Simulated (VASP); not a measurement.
A run of VASP 6.6.1:

The input INCAR:

```
PREC     = Accurate       # precision mode
ENCUT    = 520            # plane-wave cutoff, eV
EDIFF    = 1E-6           # SCF threshold, eV
ISMEAR   = 0              # smearing method
SIGMA    = 0.15           # smearing width, eV
LREAL    = F              # projectors in reciprocal space
LASPH    = T              # aspherical terms in the spheres
NELM     = 80             # most SCF steps
ALGO     = Fast           # electronic algorithm
ISIF     = 2              # what is computed and relaxed
LWAVE    = F              # write WAVECAR
LCHARG   = T              # write CHGCAR
GGA      = PE             # functional
LELF     = T              # ELF
LVHAR    = T            
NBANDS   = 26             # bands
```

The input KPOINTS:

```
regular mesh
0
Gamma
  12 12 12
```

Contents of POSCAR:

```
Ir
1.0
   -2.7480406094      0.0000000000      0.0000000000
    0.0000000000      4.7597459568      0.0000000000
    1.3740203047     -2.3798729784     -4.4532043966
Ir
4
Direct
    0.1250000000      0.7916666667      0.2500000000
    0.6250000000      0.2916666667      0.2500000000
    0.8750000000      0.2083333333      0.7500000000
    0.3750000000      0.7083333333      0.7500000000
```

Potentials or basis: VASP PAW PBE potentials, release 64 (Ir).

Launch:

```bash
$ cat potpaw_PBE.64/Ir/POTCAR > POTCAR
$ mpirun -np 1 vasp_std > vasp.out
```

Hardware: 1 thread of AMD EPYC 7R13 Processor (Zen 3) (shared host).

Estimate the wall time of this run.

Run time: 8.5 min on 1 thread of AMD EPYC 7R13 Processor (Zen 3), on a shared host, peak memory 0.38 GiB. Counts: scf iterations 17, k points 280.
